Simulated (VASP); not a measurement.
Input of a VASP 6.6.1 run:

INCAR

```
PREC = Accurate
ENCUT = 520
EDIFF = 1E-6
ISMEAR = 0
SIGMA = 0.1
LREAL = F
LASPH = T
NELM = 100
ALGO = Normal
ISIF = 2
LWAVE = F
LCHARG = F
GGA = PE
IVDW = 12
NBANDS = 16
```

File KPOINTS:

```
regular mesh
0
Gamma
  24 24 4
```

File POSCAR:

```
C
1.0
    2.4282888495      0.0000000000      0.0000000000
   -1.2141444248      2.1029598314      0.0000000000
    0.0000000000      0.0000000000     25.3576290499
C
4
Direct
    0.0000000000      0.0000000000      0.5711557793
    0.0000000000      0.0000000000      0.4288442207
    0.3333333333      0.6666666667      0.4288237717
    0.6666666667      0.3333333333      0.5711762283
```

Potentials or basis: VASP PAW PBE potentials, release 64 (C).

Launch:

```bash
$ cat potpaw_PBE.64/C/POTCAR > POTCAR
$ mpirun -np 1 vasp_std > vasp.out
```

**Question.** Predict the largest force.

**Answer.** 0.026 eV/Å.

**Question.** What does it give for the dispersion energy per atom?

**Answer.** -0.114 eV.

Forces on the atoms (eV/Å):
```
C    0.000  0.000 -0.015
C    0.000  0.000  0.015
C    0.000  0.000  0.026
C    0.000  0.000 -0.026
```

Caveat: the cell differs from its parent crystal (uniaxial strain along c: +6.0 %).
